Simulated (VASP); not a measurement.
Co2O, 6 atoms in the cell. Symmetry: P4_2/mnm, No. 136, tetragonal system. Conventional cell: a = 4.500 Å, b = 4.500 Å, c = 2.898 Å, α = 90.00°, β = 90.00°, γ = 90.00°. Within 2.5 Å of Co (site symmetry m2m) lie 3 O at 1.90 to 1.95 Å and 1 Co at 2.47 Å. Within 2.5 Å of O (site symmetry mmm) lie 6 Co at 1.90 to 1.95 Å. 

- Program: VASP 6.6.1
- Task: single point
- Functional: PBE
- Potentials or basis: VASP PAW PBE potentials, release 64 (Co, O)
- Cutoff: 520 eV
- k mesh: 4 × 4 × 6
- Occupations: gaussian, width 0.1 eV
- Spin: collinear spin, ferromagnetic start
- Starting moments: [3.0, 3.0, 3.0, 3.0, 0.0, 0.0] μB
- Dipole correction: no
- Further INCAR settings: ALGO = Normal; EDIFF = 1e-06; NBANDS = 37

Potentials or basis: VASP PAW PBE potentials, release 64 (Co, O).

Command:

```sh
$ cat potpaw_PBE.64/Co/POTCAR potpaw_PBE.64/O/POTCAR > POTCAR
$ mpirun -np 1 vasp_std > vasp.out
```

Hardware: 1 thread of Intel(R) Xeon(R) 6975P-C (Granite Rapids), on a shared host.

Problem. Estimate the wall time of this run.

Solution. Wall time 49 s on 1 thread of Intel(R) Xeon(R) 6975P-C (Granite Rapids) (shared host), peak memory 0.24 GiB. Counts: scf iterations 15, k points 24.
